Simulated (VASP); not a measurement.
Here is a VASP 6.6.1 calculation.

The input INCAR:

```
  PREC = Accurate
  ENCUT = 520
  EDIFF = 1E-7
  ISMEAR = 0
  SIGMA = 0.1
  LREAL = False
  LASPH = True
  NELM = 100
  ALGO = Fast
  ISIF = 2
  LWAVE = False
  LCHARG = False
  GGA = PE
  NBANDS = 34
```

Contents of KPOINTS:

```
regular mesh
0
Gamma
  4 4 4
```

The input POSCAR:

```
CuMo3
1.0
    0.0000000000      3.1067511598      3.1067511598
    3.1067511598      0.0000000000      3.1067511598
    3.1067511598      3.1067511598      0.0000000000
Cu Mo
1 3
Direct
    0.0000000000      0.0000000000      0.0000000000
    0.2500000000      0.2500000000      0.2500000000
    0.7500000000      0.7500000000      0.7500000000
    0.5000000000      0.5000000000      0.5000000000
```

Potentials or basis: VASP PAW PBE potentials, release 64 (Cu, Mo_sv).

Launch:

```bash
$ cat potpaw_PBE.64/Cu/POTCAR potpaw_PBE.64/Mo_sv/POTCAR > POTCAR
$ mpirun -np 1 vasp_std > vasp.out
```

Task: Predict the pressure.

Result: 0.5 GPa.

Caveat: the k points lie up to 0.44 Å⁻¹ apart.
